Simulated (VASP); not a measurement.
# Li2O (Fm-3m) in VASP: vibrations by perturbation theory with PBEsol

Aim: the vibrations by perturbation theory of Li2O with PBEsol.

Program: VASP 6.6.1. These are calculated values, not measurements. Logs are shortened: lines on timing, memory, paths and dates and some standing lists are left out, and cuts for length are marked.

## 1. The cell of the first run

Symmetry: Fm-3m, No. 225, cubic system. Conventional cell: a = 4.580 Å, b = 4.580 Å, c = 4.580 Å, α = 90.00°, β = 90.00°, γ = 90.00°. Within 2.6 Å of Li (site symmetry -43m) lie 4 O at 1.98 Å and 6 Li at 2.29 Å. Within 2.6 Å of O (site symmetry m-3m) lie 8 Li at 1.98 Å.

## 2. Vibrations by perturbation theory, PBEsol

The input, INCAR:

```
PREC     = Accurate       # precision mode
ENCUT    = 750            # plane-wave cutoff, eV
EDIFF    = 1E-8           # SCF threshold, eV
ISMEAR   = 0              # smearing method
SIGMA    = 0.01           # smearing width, eV
LREAL    = F              # projectors in reciprocal space
LASPH    = T              # aspherical terms in the spheres
NELM     = 120            # most SCF steps
ALGO     = Normal         # electronic algorithm
ISIF     = 2              # what is computed and relaxed
LWAVE    = F              # write WAVECAR
LCHARG   = F              # write CHGCAR
GGA      = PS             # functional
NBANDS   = 13             # bands
IBRION   = 8              # ionic algorithm
NSW      = 1              # ionic steps
LEPSILON = T              # dielectric tensor by DFPT
GGA_COMPAT= F
```

The input, KPOINTS:

```
regular mesh
0
Gamma
  8 8 8
```

The input, POSCAR:

```
Li2O
1.0
    0.0000000000      2.2899256073      2.2899256073
    2.2899256073      0.0000000000      2.2899256073
    2.2899256073      2.2899256073      0.0000000000
Li O
2 1
Direct
    0.2500000000      0.2500000000      0.2500000000
    0.7500000000      0.7500000000      0.7500000000
    0.0000000000      0.0000000000      0.0000000000
```

Potentials or basis: VASP PAW PBE potentials, release 64 (Li_sv, O).

Launch:

```bash
$ cat potpaw_PBE.64/Li_sv/POTCAR potpaw_PBE.64/O/POTCAR > POTCAR
$ mpirun -np 1 vasp_std > vasp.out
```

OUTCAR:

```text
PREC = Accurate
   ENCUT = 750
   EDIFF = 1E-8
   ISMEAR = 0
   LREAL = F
   LASPH = T
   NELM = 120
   ISIF = 2
   GGA = PS
   IBRION = 8
   NSW = 1
   LEPSILON = T

 ion  position               nearest neighbor table
   1  0.250  0.250  0.250-   3 1.98   3 1.98   3 1.98   3 1.98   2 2.29   2 2.29   2 2.29   2 2.29
                             2 2.29   2 2.29
   2  0.750  0.750  0.750-   3 1.98   3 1.98   3 1.98   3 1.98   1 2.29   1 2.29   1 2.29   1 2.29
                             1 2.29   1 2.29
   3  0.000  0.000  0.000-   2 1.98   2 1.98   2 1.98   1 1.98   2 1.98   1 1.98   1 1.98   1 1.98

  LATTYP: Found a face centered cubic cell.
 ALAT       =     4.5798512146

  Lattice vectors:

 A1 = (   0.0000000000,   2.2899256073,   2.2899256073)
 A2 = (   2.2899256073,   0.0000000000,   2.2899256073)
 A3 = (   2.2899256073,   2.2899256073,   0.0000000000)

Analysis of symmetry for initial positions (statically):
=====================================================================
 Subroutine PRICEL returns:
 Original cell was already a primitive cell.

 Routine SETGRP: Setting up the symmetry group for a
 face centered cubic supercell.

 Subroutine GETGRP returns: Found 48 space group operations
 (whereof 48 operations were pure point group operations)
 out of a pool of 48 trial point group operations.

The static configuration has the point symmetry O_h .

Analysis of symmetry for dynamics (positions and initial velocities):
=====================================================================
 Subroutine PRICEL returns:
 Original cell was already a primitive cell.

 Routine SETGRP: Setting up the symmetry group for a
 face centered cubic supercell.

 Subroutine GETGRP returns: Found 48 space group operations
 (whereof 48 operations were pure point group operations)
 out of a pool of 48 trial point group operations.

The dynamic configuration has the point symmetry O_h .

 Subroutine INISYM returns: Found 48 space group operations
 (whereof 48 operations are pure point group operations),
 and found     1 'primitive' translations

----------------------------------------------------------------------------------------

                                     Primitive cell

  volume of cell :      24.0156

  direct lattice vectors                    reciprocal lattice vectors
     0.000000000  2.289925607  2.289925607    -0.218347705  0.218347705  0.218347705
     2.289925607  0.000000000  2.289925607     0.218347705 -0.218347705  0.218347705
     2.289925607  2.289925607  0.000000000     0.218347705  0.218347705 -0.218347705

  length of vectors
     3.238443851  3.238443851  3.238443851     0.378189318  0.378189318  0.378189318

  position of ions in fractional coordinates (direct lattice)
     0.250000000  0.250000000  0.250000000
     0.750000000  0.750000000  0.750000000
     0.000000000  0.000000000  0.000000000

  ion indices of the primitive-cell ions
   primitive index   ion index
                 1           1
                 2           2
                 3           3

----------------------------------------------------------------------------------------

 KPOINTS: regular mesh

Automatic generation of k-mesh.
 Grid dimensions read from file:
 generate k-points for:    8    8    8
[... 520 lines left out ...]
      3.43489      3.43489      3.43489         0.000000      0.000000      0.000000
      0.00000      0.00000      0.00000        -0.000000     -0.000000     -0.000000
 -----------------------------------------------------------------------------------
    total drift:                                0.000000     -0.000000      0.000000

  FREE ENERGIE OF THE ION-ELECTRON SYSTEM (eV)
  ---------------------------------------------------
  free  energy   TOTEN  =       -14.7568292426 eV

  energy  without entropy=      -14.7568292426  energy(sigma->0) =      -14.75682924

 HEAD OF MICROSCOPIC STATIC DIELECTRIC TENSOR (INDEPENDENT PARTICLE, excluding Hartree and local field effects)
 ------------------------------------------------------
           3.043744    -0.000000     0.000000
          -0.000000     3.043744     0.000000
          -0.000000    -0.000000     3.043744
 ------------------------------------------------------

 Free energy of the ion-electron system (eV)
  ---------------------------------------------------
  ---------------------------------------------------
  free energy    TOTEN  =        -0.14457642 eV

  energy without entropy =       -0.14457642

------------------------ aborting loop because EDIFF is reached ----------------------------------------

--------------------------------------- Ionic step        2  -------------------------------------------

------------------------ aborting loop because EDIFF is reached ----------------------------------------

--------------------------------------- Ionic step        3  -------------------------------------------

------------------------ aborting loop because EDIFF is reached ----------------------------------------

 PIEZOELECTRIC TENSOR FIELD DIRECTION 3  (e Angst)
 -----------------------------------------------------------------------------
    -0.00008  0.00000 -0.00000           ( -0.00001  0.00000  0.00000)
     0.00000 -0.00008 -0.00000           (  0.00000 -0.00001 -0.00000)
     0.00000 -0.00000 -0.00055           (  0.00000 -0.00000 -0.00001)

 PIEZOELECTRIC TENSOR FIELD DIRECTION 3  (C/m^2)
 -----------------------------------------------------------------------------
    -0.00005  0.00000 -0.00000
     0.00000 -0.00005 -0.00000
     0.00000 -0.00000 -0.00037

[... ionic steps 4 to 9 ...]

--------------------------------------- Ionic step       10  -------------------------------------------

 Free energy of the ion-electron system (eV)
  ---------------------------------------------------
  ---------------------------------------------------
  free energy    TOTEN  =        -0.36091321 eV

  energy without entropy =       -0.36091321

------------------------ aborting loop because EDIFF is reached ----------------------------------------

 INTERNAL STRAIN TENSOR  FOR ION    3  DIRECTION 1   (eV/Angst):
 -----------------------------------------------------------------------------
    -0.01143  0.00000  0.00000
     0.00000  0.00951  0.00000
    -0.00000  0.00000  0.00951

 MACROSCOPIC STATIC DIELECTRIC TENSOR (including local field effects in DFT)
 ------------------------------------------------------
           2.956369    -0.000000     0.000000
           0.000000     2.956369     0.000000
          -0.000000     0.000000     2.956369
 ------------------------------------------------------

 PIEZOELECTRIC TENSOR (including local field effects)  for field in x, y, z        (e  Angst)
          XX          YY          ZZ          XY          YZ          ZX
  --------------------------------------------------------------------------------
  x     0.00000     0.00000     0.00000     0.00000     0.00000     0.00000
  y     0.00000     0.00000     0.00000     0.00000     0.00000     0.00000
  z     0.00000     0.00000     0.00000     0.00000     0.00000     0.00000

 PIEZOELECTRIC TENSOR (including local field effects)  for field in x, y, z        (C/m^2)
          XX          YY          ZZ          XY          YZ          ZX
  --------------------------------------------------------------------------------
  x     0.00000     0.00000     0.00000     0.00000     0.00000     0.00000
  y     0.00000     0.00000     0.00000     0.00000     0.00000     0.00000
  z     0.00000     0.00000     0.00000     0.00000     0.00000     0.00000

 BORN EFFECTIVE CHARGES (including local field effects) (in |e|, cummulative output)
 ---------------------------------------------------------------------------------
 ion    1
    1     0.89608     0.00000     0.00000
    2    -0.00000     0.89608     0.00000
    3     0.00000     0.00000     0.89608
 ion    2
    1     0.89608     0.00000     0.00000
    2     0.00000     0.89608     0.00000
    3     0.00000     0.00000     0.89608
 ion    3
    1    -1.79216    -0.00000     0.00000
    2     0.00000    -1.79216     0.00000
    3     0.00000     0.00000    -1.79216

 INTERNAL STRAIN TENSOR FOR ION    3 for displacements in x,y,z  (eV/Angst):
          X           Y           Z          XY          YZ          ZX
  --------------------------------------------------------------------------------
  x     0.00000     0.00000     0.00000     0.00000     0.00000     0.00000
  y     0.00000     0.00000     0.00000     0.00000     0.00000     0.00000
  z     0.00000     0.00000     0.00000     0.00000     0.00000     0.00000

 SECOND DERIVATIVES (NOT SYMMETRIZED)
 ------------------------------------
               1X          1Y          1Z          2X          2Y          2Z          3X          3Y          3Z
  1X    -5.133203    0.000000    0.000000    2.323127    0.000000    0.000000    2.810076    0.000000    0.000000
  1Y     0.000000   -5.133203    0.000000    0.000000    2.323127    0.000000    0.000000    2.810076    0.000000
  1Z     0.000000    0.000000   -5.133203    0.000000    0.000000    2.323127    0.000000    0.000000    2.810076
  2X     2.323127    0.000000    0.000000   -5.133203    0.000000    0.000000    2.810076    0.000000    0.000000
  2Y     0.000000    2.323127    0.000000    0.000000   -5.133203    0.000000    0.000000    2.810076    0.000000
  2Z     0.000000    0.000000    2.323127    0.000000    0.000000   -5.133203    0.000000    0.000000    2.810076
  3X     2.806361    0.000000    0.000000    2.806361    0.000000    0.000000   -5.612722    0.000000    0.000000
  3Y     0.000000    2.806361    0.000000    0.000000    2.806361    0.000000    0.000000   -5.612722    0.000000
  3Z     0.000000    0.000000    2.806361    0.000000    0.000000    2.806361    0.000000    0.000000   -5.612722

 Eigenvectors and eigenvalues of the dynamical matrix
 ----------------------------------------------------

   1 f  =   16.123313 THz   101.305764 2PiTHz  537.815833 cm-1    66.680635 meV
             X         Y         Z           dx          dy          dz
      1.144963  1.144963  1.144963    -0.113810    0.145436    0.682565
      3.434888  3.434888  3.434888     0.113810   -0.145436   -0.682565
      0.000000  0.000000  0.000000    -0.000000   -0.000000    0.000000
[... 43 lines left out ...]
   9 f/i=    0.004473 THz     0.028105 2PiTHz    0.149207 cm-1     0.018499 meV
             X         Y         Z           dx          dy          dz
      1.144963  1.144963  1.144963     0.482883   -0.012810    0.002583
      3.434888  3.434888  3.434888     0.482883   -0.012810    0.002583
      0.000000  0.000000  0.000000     0.730012   -0.019366    0.003905

--------------------------------------------------------------------------------------------------------

 MACROSCOPIC STATIC DIELECTRIC TENSOR IONIC CONTRIBUTION
 ------------------------------------------------------
           4.309835     0.000000     0.000000
           0.000000     4.309835     0.000000
           0.000000     0.000000     4.309835
 ------------------------------------------------------

 ELASTIC MODULI CONTR FROM IONIC RELAXATION (kBar)
 Direction    XX          YY          ZZ          XY          YZ          ZX
 --------------------------------------------------------------------------------
 XX          -0.0000      0.0000     -0.0000     -0.0000     -0.0000      0.0000
 YY           0.0000     -0.0000      0.0000      0.0000      0.0000     -0.0000
 ZZ          -0.0000      0.0000     -0.0000     -0.0000     -0.0000      0.0000
 XY          -0.0000      0.0000     -0.0000     -8.8305     -0.0000      0.0000
 YZ          -0.0000      0.0000     -0.0000     -0.0000     -8.8305      0.0000
 ZX           0.0000     -0.0000      0.0000      0.0000      0.0000     -8.8305
 --------------------------------------------------------------------------------

 PIEZOELECTRIC TENSOR IONIC CONTR  for field in x, y, z        (C/m^2)
          XX          YY          ZZ          XY          YZ          ZX
  --------------------------------------------------------------------------------
  x     0.00000    -0.00000     0.00000     0.00000     0.00000    -0.00000
  y    -0.00000     0.00000     0.00000     0.00000    -0.00000     0.00000
  z     0.00000    -0.00000     0.00000    -0.00000     0.00000    -0.00000
```

Wall time 5.5 min (1 thread of Intel Xeon 6975P-C (Granite Rapids), shared host); peak memory 0.26 GiB.

Results:

```yaml
Electronic_dielectric_tensor_diagonal: 2.96
Born_charges_mean_of_the_diagonal: Li +0.90; O -1.79 e
Highest_phonon_frequency_at_Γ_LO-TO_splitting_left_out: 538 cm⁻¹
```

Phonon frequencies in cm⁻¹ (negative: imaginary):
```csv
q point,frequencies
"(0.000, 0.000, 0.000)",0 0 0 452 452 452 538 538 538
```

Electronic dielectric tensor:
```
2.96 0.00 0.00
0.00 2.96 0.00
0.00 0.00 2.96
```

Born effective charge tensors (e):
atom 1, Li
```
0.90 0.00 0.00
0.00 0.90 0.00
0.00 0.00 0.90
```
atom 2, Li
```
0.90 0.00 0.00
0.00 0.90 0.00
0.00 0.00 0.90
```
atom 3, O
```
-1.79  0.00  0.00
 0.00 -1.79  0.00
 0.00  0.00 -1.79
```
